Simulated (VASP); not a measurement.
# Ga (P6/mmm) in VASP: a series of runs

Runs on Ga. Level: PBE. Tasks: relaxation of shape and atoms at fixed volume.

All numbers are computed with VASP 6.6.1; they aren't measurements. Logs are shortened: lines on timing, memory, paths and dates and some standing lists are left out, and cuts for length are marked.

## Step 1: The cell of the first run

It takes space group P6/mmm (No. 191, hexagonal). The conventional cell has a = 2.708 Å, b = 2.708 Å, c = 2.593 Å, α = 90.00°, β = 90.00°, γ = 120.00°. Within 3.4 Å of Ga (site symmetry 6/mmm) lie 8 Ga at 2.59 to 2.71 Å.

This isn't the form of Ga at room conditions, which is orthorhombic.

## Step 2: Relaxation of shape and atoms at fixed volume, PBE

Contents of INCAR:

```
SYSTEM = Ga
PREC     = Accurate       ! precision mode
ENCUT    = 600            ! plane-wave cutoff, eV
EDIFF    = 1E-7           ! SCF threshold, eV
ISMEAR   = -1             ! smearing method
SIGMA    = 0.05           ! smearing width, eV
LREAL    = .False.        ! projectors in reciprocal space
LASPH    = .True.         ! aspherical terms in the spheres
NELM     = 100            ! most SCF steps
ALGO     = Normal         ! electronic algorithm
ISIF     = 4              ! what is computed and relaxed
LWAVE    = .False.        ! write WAVECAR
LCHARG   = .False.        ! write CHGCAR
GGA      = PE             ! functional
IBRION   = 2              ! ionic algorithm
NSW      = 50             ! ionic steps
EDIFFG   = -0.005         ! ionic threshold
```

Contents of KPOINTS:

```
Automatic mesh
0
Gamma
  17 17 15
  0 0 0
```

Contents of POSCAR:

```
Ga
1.0
    2.7083960502      0.0000000000      0.0000000000
   -1.3541980251      2.3455397830      0.0000000000
    0.0000000000      0.0000000000      2.5928352184
Ga
1
Direct
    0.0000000000      0.0000000000      0.0000000000
```

Potentials or basis: VASP PAW PBE potentials, release 64 (Ga_d).

Run with:

```bash
cat potpaw_PBE.64/Ga_d/POTCAR > POTCAR
mpirun -np 1 vasp_std > vasp.out
```

OUTCAR:

```text
SYSTEM = Ga
   PREC = Accurate
   ENCUT = 600
   EDIFF = 1E-7
   ISMEAR = -1
   LREAL = .False.
   LASPH = .True.
   NELM = 100
   ISIF = 4
   GGA = PE
   IBRION = 2
   NSW = 50
   EDIFFG = -0.005

 ion  position               nearest neighbor table
   1  0.000  0.000  0.000-

  LATTYP: Found a hexagonal cell.
 ALAT       =     2.7083960502
 C/A-ratio  =     0.9573323732

  Lattice vectors:

 A1 = (   2.7083960502,   0.0000000000,   0.0000000000)
 A2 = (  -1.3541980251,   2.3455397830,   0.0000000000)
 A3 = (   0.0000000000,   0.0000000000,   2.5928352184)

Analysis of symmetry for initial positions (statically):
=====================================================================
 Subroutine PRICEL returns:
 Original cell was already a primitive cell.

 Routine SETGRP: Setting up the symmetry group for a
 hexagonal supercell.

 Subroutine GETGRP returns: Found 24 space group operations
 (whereof 24 operations were pure point group operations)
 out of a pool of 24 trial point group operations.

The static configuration has the point symmetry D_6h.

Analysis of symmetry for dynamics (positions and initial velocities):
=====================================================================
 Subroutine PRICEL returns:
 Original cell was already a primitive cell.

 Routine SETGRP: Setting up the symmetry group for a
 hexagonal supercell.

 Subroutine GETGRP returns: Found 24 space group operations
 (whereof 24 operations were pure point group operations)
 out of a pool of 24 trial point group operations.

The dynamic configuration has the point symmetry D_6h.

 Subroutine INISYM returns: Found 24 space group operations
 (whereof 24 operations are pure point group operations),
 and found     1 'primitive' translations

----------------------------------------------------------------------------------------

                                     Primitive cell

  volume of cell :      16.4714

  direct lattice vectors                    reciprocal lattice vectors
     2.708396050  0.000000000  0.000000000     0.369222219  0.213170548  0.000000000
    -1.354198025  2.345539783  0.000000000     0.000000000  0.426341095  0.000000000
     0.000000000  0.000000000  2.592835218     0.000000000  0.000000000  0.385678192

  length of vectors
     2.708396050  2.708396050  2.592835218     0.426341095  0.426341095  0.385678192

  position of ions in fractional coordinates (direct lattice)
     0.000000000  0.000000000  0.000000000

  ion indices of the primitive-cell ions
   primitive index   ion index
                 1           1

----------------------------------------------------------------------------------------

 KPOINTS: Automatic mesh

Automatic generation of k-mesh.
 Grid dimensions read from file:
 generate k-points for:   17   17   15

 Generating k-lattice:

  Cartesian coordinates                     Fractional coordinates (reciprocal lattice)
     0.021718954  0.012539444  0.000000000     0.058823529  0.000000000  0.000000000
     0.000000000  0.025078888  0.000000000     0.000000000  0.058823529  0.000000000
     0.000000000  0.000000000  0.025711879     0.000000000  0.000000000  0.066666667

  Length of vectors
     0.025078888  0.025078888  0.025711879

  Shift w.r.t. Gamma in fractional coordinates (k-lattice)
     0.000000000  0.000000000  0.000000000

 Subroutine IBZKPT returns following result:
 ===========================================

 Found    264 irreducible k-points:

 Following reciprocal coordinates:
            Coordinates               Weight
  0.000000  0.000000  0.000000      1.000000
  0.058824  0.000000  0.000000      6.000000
  0.117647  0.000000  0.000000      6.000000
  0.176471 -0.000000  0.000000      6.000000
  0.235294  0.000000  0.000000      6.000000
  0.294118 -0.000000  0.000000      6.000000
[... 16 lines left out ...]
  0.411765  0.117647  0.000000     12.000000
  0.176471  0.176471  0.000000      6.000000
 [... further k-points ...]
   k-points           NKPTS =    264   k-points in BZ     NKDIM =    264   number of bands    NBANDS=     10
   number of dos      NEDOS =    301   number of ions     NIONS =      1
   total plane-waves  NPLWV =  13824
   dimension x,y,z NGX =    24 NGY =   24 NGZ =   24
   dimension x,y,z NGXF=    48 NGYF=   48 NGZF=   48
   ions per type =               1
   NGX,Y,Z   is equivalent  to a cutoff of  14.73, 14.73, 15.39 a.u.
   NGXF,Y,Z  is equivalent  to a cutoff of  29.46, 29.46, 30.78 a.u.
 SYSTEM =  Ga
   PREC   = accura    normal or accurate (medium, high low for compatibility)
   ISTART =      0    job   : 0-new  1-cont  2-samecut
   ICHARG =      2    charge: 1-file 2-atom 10-const
   ISPIN  =      1    spin polarized calculation?
   LNONCOLLINEAR =      F non collinear calculations
   LSORBIT =      F    spin-orbit coupling
   LASPH  =      T    aspherical Exc in radial PAW
   ENCUT  =  600.0 eV  44.10 Ry    6.64 a.u.   5.41  5.41  5.18*2*pi/ulx,y,z
   NELM   =    100;   NELMIN=  2; NELMDL= -5     # of ELM steps
   EDIFF  = 0.1E-06   stopping-criterion for ELM
   LREAL  =      F    real-space projection
   EDIFFG = -.5E-02   stopping-criterion for IOM
   NSW    =     50    number of steps for IOM
   IBRION =      2    ionic relax: 0-MD 1-quasi-New 2-CG
   NFREE  =      1    steps in history (QN), initial steepest desc. (CG)
   ISIF   =      4    stress and relaxation
   ISYM   =      2    0-nonsym 1-usesym 2-fastsym
   POTIM  = 0.5000    time-step for ionic-motion
   TEBEG  =    0.0;   TEEND  =   0.0 temperature during run
   PSTRESS=    0.0 pullay stress
   NELECT =      13.0000    total number of electrons
   NUPDOWN=      -1.0000    fix difference up-down
   EMIN   =  10.00;   EMAX   =-10.00  energy-range for DOS
   EFERMI =   0.00;   METHOD = LEGACY
   ISMEAR =    -1;   SIGMA  =   0.05  broadening in eV -4-tet -1-fermi 0-gaus
   EFERMI_NEDOS =   21; number of points for ismear=-14 and -15
   IALGO  =     38    algorithm
   IMIX   =      4    mixing-type and parameters
     AMIX     =   0.40;   BMIX     =  1.00
     AMIX_MAG =   1.60;   BMIX_MAG =  1.00
  volume/ion in A,a.u.               =      16.47       111.15
  Fermi-wavevector in a.u.,A,eV,Ry     =   1.512908  2.858982 31.142266  2.288892
  Thomas-Fermi vector in A             =   2.622770
   LORBIT       =      0    0 simple, 1 ext, 2 COOP (PROOUT), +10 PAW based schemes
   GGA     = PE    functional components
   LHFCALC =     F    Hartree Fock is set to
   AEXX    =    0.0000 exact exchange contribution
   IVDW    =     0    specifies the selected vdW correction
   LEPSILON=     F    determine dielectric tensor
   LRPA    =     F    only Hartree local field effects (RPA)
 conjugate gradient relaxation of ions
 non-spin polarized calculation
  energy-cutoff  :      600.00
  volume of cell :       16.47
 maximum number of plane-waves:       568
 NGX is ok and might be reduce to    24
   NGX = 11   NGY = 11   NGZ = 11

--------------------------------------- Ionic step        1  -------------------------------------------

 number of electron      13.0000006 magnetization

 Free energy of the ion-electron system (eV)
  ---------------------------------------------------
  ext. energy  EPLUGINS =         0.00000000
  ---------------------------------------------------
  free energy    TOTEN  =        -2.77238760 eV

  energy without entropy =       -2.76912670  energy(sigma->0) =       -2.77075715

------------------------ aborting loop because EDIFF is reached ----------------------------------------

  FORCE on cell =-STRESS in cart. coord.  units (eV):
  Direction    XX          YY          ZZ          XY          YZ          ZX
  --------------------------------------------------------------------------------------
  -------------------------------------------------------------------------------------
  Total        1.2361326      1.2361326      1.2220685     -0.0000000      0.0000000      0.0000000
  in kB      120.2391068    120.2391068    118.8710931     -0.0000000      0.0000000      0.0000000
  external PRESSURE =     119.7831022 kB  Pullay stress =       0.0000000 kB

 VOLUME and BASIS-vectors are now :
 -----------------------------------------------------------------------------
  energy-cutoff  :      600.00
  volume of cell :       16.47
      direct lattice vectors                 reciprocal lattice vectors
     2.708396050  0.000000000  0.000000000     0.369222219  0.213170548  0.000000000
    -1.354198025  2.345539783  0.000000000     0.000000000  0.426341095  0.000000000
     0.000000000  0.000000000  2.592835218     0.000000000  0.000000000  0.385678192

 POSITION                                       TOTAL-FORCE (eV/Angst)
 -----------------------------------------------------------------------------------
      0.00000      0.00000      0.00000         0.000000      0.000000      0.000000
 -----------------------------------------------------------------------------------
    total drift:                                0.000000     -0.000000      0.000000

  FREE ENERGIE OF THE ION-ELECTRON SYSTEM (eV)
  ---------------------------------------------------
  free  energy   TOTEN  =        -2.7723875990 eV

  energy  without entropy=       -2.7691266984  energy(sigma->0) =       -2.77075715

--------------------------------------- Ionic step        2  -------------------------------------------

 number of electron      13.0000006 magnetization

 Free energy of the ion-electron system (eV)
  ---------------------------------------------------
  ext. energy  EPLUGINS =         0.00000000
  ---------------------------------------------------
  free energy    TOTEN  =        -2.77239077 eV

  energy without entropy =       -2.76914034  energy(sigma->0) =       -2.77076556

 E-fermi :   6.6458     XC(G=0): -11.6684

 val. band max:        6.6252366500   @ k =   0.3529   0.0000   0.0000
 cond. band min:       6.7004800607   @ k =   0.4118   0.0000   0.3333
 fundamental gap:      0.0752434108
 Fermi energy:         6.6457840622

 k-point     1 :       0.0000    0.0000    0.0000
  band No.  band energies     occupation
      1      -8.6966      2.00000
      2      -8.3425      2.00000
      3      -8.3425      2.00000
      4      -7.9737      2.00000
      5      -7.9737      2.00000
      6      -5.3525      2.00000
      7      16.2169      0.00000
      8      19.5770      0.00000
      9      19.9473      0.00000
     10      19.9473      0.00000

 k-point     2 :       0.0588    0.0000    0.0000
  band No.  band energies     occupation
      1      -8.6890      2.00000
      2      -8.3478      2.00000
      3      -8.3294      2.00000
      4      -7.9804      2.00000
      5      -7.9751      2.00000
      6      -5.2563      2.00000
      7      16.3234      0.00000
      8      18.4674      0.00000
      9      19.4424      0.00000
     10      20.0157      0.00000

 k-point     3 :       0.1176    0.0000    0.0000
  band No.  band energies     occupation
      1      -8.6687      2.00000
      2      -8.3631      2.00000
      3      -8.2915      2.00000
      4      -7.9995      2.00000
      5      -7.9793      2.00000
      6      -4.9653      2.00000
      7      16.1859      0.00000
      8      16.6406      0.00000
      9      18.4138      0.00000
     10      19.9929      0.00000
[... 248 lines left out ...]
 k-point    23 :       0.4118    0.1176    0.0000
  band No.  band energies     occupation
      1      -8.5873      2.00000
      2      -8.4075      2.00000
      3      -8.1565      2.00000
      4      -8.0321      2.00000
      5      -7.9934      2.00000
      6       1.2757      2.00000
      7       3.0450      2.00000
      8      11.1938      0.00000
      9      21.4341      0.00000
     10      21.9884      0.00000

 k-point    24 :       0.1765    0.1765    0.0000
  band No.  band energies     occupation
      1      -8.5687      2.00000
      2      -8.4153      2.00000
      3      -8.1281      2.00000
      4      -8.0943      2.00000
      5      -8.0142      2.00000
      6      -2.6787      2.00000
      7      10.0496      0.00000
      8      11.3127      0.00000
      9      18.9700      0.00000
     10      22.0818      0.00000

 [... further k-points ...]

------------------------ aborting loop because EDIFF is reached ----------------------------------------

  FORCE on cell =-STRESS in cart. coord.  units (eV):
  Direction    XX          YY          ZZ          XY          YZ          ZX
  --------------------------------------------------------------------------------------
  -------------------------------------------------------------------------------------
  Total        1.2378106      1.2378106      1.2383975     -0.0000000      0.0000000      0.0000000
  in kB      120.4023283    120.4023283    120.4594193     -0.0000000      0.0000000      0.0000000
  external PRESSURE =     120.4213586 kB  Pullay stress =       0.0000000 kB

 VOLUME and BASIS-vectors are now :
 -----------------------------------------------------------------------------
  energy-cutoff  :      600.00
  volume of cell :       16.47
      direct lattice vectors                 reciprocal lattice vectors
     2.709008725  0.000000000  0.000000000     0.369138715  0.213122337 -0.000000000
    -1.354504363  2.346070375 -0.000000000    -0.000000000  0.426244673 -0.000000000
     0.000000000  0.000000000  2.591662549    -0.000000000  0.000000000  0.385852703

 POSITION                                       TOTAL-FORCE (eV/Angst)
 -----------------------------------------------------------------------------------
      0.00000      0.00000      0.00000         0.000000      0.000000      0.000000
 -----------------------------------------------------------------------------------
    total drift:                                0.000000      0.000000      0.000000

  FREE ENERGIE OF THE ION-ELECTRON SYSTEM (eV)
  ---------------------------------------------------
  free  energy   TOTEN  =        -2.7723907715 eV

  energy  without entropy=       -2.7691403436  energy(sigma->0) =       -2.77076556

 reached required accuracy - stopping structural energy minimisation
```

Run time: 36 s. Hardware: 1 thread of Intel Xeon 8259CL, shared host; peak memory 0.18 GiB.

Results:

| Item | Value |
| --- | --- |
| Free energy | -2.7724 eV |
| Energy gained by relaxing | 0.0 meV/atom |
| Ionic steps | 2 |
| Pressure after relaxing | 12.0 GPa |
| Band gap on the k mesh | zero (an odd number of electrons rules out a gap without spin polarisation) |

Final structure:
```yaml
crystal:
  lattice:
    - [2.70901, 0.00000, 0.00000]
    - [-1.35450, 2.34607, 0.00000]
    - [0.00000, 0.00000, 2.59166]
  atoms:
    - { symbol: Ga, position: [0.00000, 0.00000, 0.00000] }
```

## Step 3: Relaxation of shape and atoms at fixed volume, PBE

This run uses another cell than the first one, of 18.41 Å³/atom.

Contents of INCAR:

```
PREC = Accurate ; ENCUT = 600
EDIFF = 1E-7 ; ISMEAR = -1
SIGMA = 0.05 ; LREAL = False
LASPH = True ; NELM = 60
ALGO = Normal ; ISIF = 4
LWAVE = False ; LCHARG = False
GGA = PE ; IBRION = 2
NSW = 50 ; EDIFFG = -0.005
```

Contents of KPOINTS:

```
regular mesh
0
Gamma
  17 17 15
```

Contents of POSCAR:

```
Ga
1.0
    2.8106950681      0.0000000000      0.0000000000
   -1.4053475340      2.4341333313      0.0000000000
    0.0000000000      0.0000000000      2.6907693801
Ga
1
Direct
    0.0000000000      0.0000000000      0.0000000000
```

Potentials or basis: VASP PAW PBE potentials, release 64 (Ga_d).

Run with:

```bash
cat potpaw_PBE.64/Ga_d/POTCAR > POTCAR
mpirun -np 1 vasp_std > vasp.out
```

Run time: 43 s. Hardware: 1 thread of Intel Xeon 8259CL, shared host; peak memory 0.19 GiB.

It converged, with:

```
Free energy               : -2.8578 eV
Energy gained by relaxing : 0.0 meV/atom
Ionic steps               : 2
Pressure after relaxing   : 2.9 GPa
Band gap on the k mesh    : zero (an odd number of electrons rules out a gap without spin polarisation)
```

Final structure:
```
Ga
1.0
     2.81150    0.00000    0.00000
    -1.40575    2.43483    0.00000
     0.00000    0.00000    2.68924
Ga
1
Direct
  0.00000 0.00000 0.00000
```

Levels at points of the mesh, in eV from the Fermi level:
```csv
k point,band 2,band 3,band 4,band 5,band 6,band 7,band 8,band 9,band 10
"(0.00, 0.00, 0.00)",-14.89,-14.89,-14.61,-14.61,-11.15,8.82,12.04,12.04,12.11
```
